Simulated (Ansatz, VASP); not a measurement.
# Two plane-wave programs on Co

```
Co
1.0
    -1.43606    1.43606    1.43606
     1.43606   -1.43606    1.43606
     1.43606    1.43606   -1.43606
Co
1
Direct
  0.00000 0.00000 0.00000
```

Alike in both runs: task single point; functional PBEsol; k mesh 18 × 18 × 18; occupations fermi-dirac, width 0.05 eV; collinear spin.

```csv
,VASP,Ansatz
version,VASP 6.6.1,Ansatz 0.2.0
potentials or method,"VASP PAW PBE potentials, release 64 (Co), cutoff 520 eV","plane waves (420 eV) with PAW, scalar-relativistic"
valence electrons in the cell,9,17
```

Ansatz gave:

* pressure (GPa): -19.8
* net moment per atom (μB): 1.81
* size of the moment on the site where the two differ most (μB): 1.88

**Question.** Estimate VASP's values.

**Answer.** Pressure (GPa): -20.2; net moment per atom (μB): 1.80; size of the moment on the site where the two differ most (μB): 1.82.

VASP's potentials were made for PBE, not for PBEsol, and Ansatz warns of the same on its side. Site moments also hang on the region over which each program counts them. The functional is the same, so the differences come from potentials, cutoffs and numerics. VASP's potentials hold 9 valence electrons a cell and Ansatz's 17, so a difference there can come from the potentials and not from the codes.
